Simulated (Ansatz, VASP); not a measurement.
# CuI in VASP and in Ansatz

```xyz
2
Lattice="0.0000 3.0315 3.0315 3.0315 0.0000 3.0315 3.0315 3.0315 0.0000" Properties=species:S:1:pos:R:3 pbc="T T T"
Cu    4.5473    4.5473    4.5473
I     0.0000    0.0000    0.0000
```

Alike in both runs: task single point; functional PBE; k mesh 9 × 9 × 9; occupations fermi-dirac, width 0.03 eV; no spin polarisation.

```csv
,VASP,Ansatz
version,VASP 6.6.1,Ansatz 0.2.0
potentials or method,"VASP PAW PBE potentials, release 64 (Cu, I), cutoff 520 eV","all-electron LAPW, non-relativistic"
```

```tsv
	VASP	Ansatz	Ansatz less VASP
gap on the k mesh at the Fermi level (eV)	1.14	2.11	+0.969
pressure (GPa)	0.3	1.1	+0.81
```

One of these differences is far larger than is usual between the two programs; its cause wasn't traced. Ansatz ran all-electron here, and VASP with PAW potentials.

Spin-orbit coupling is off throughout.
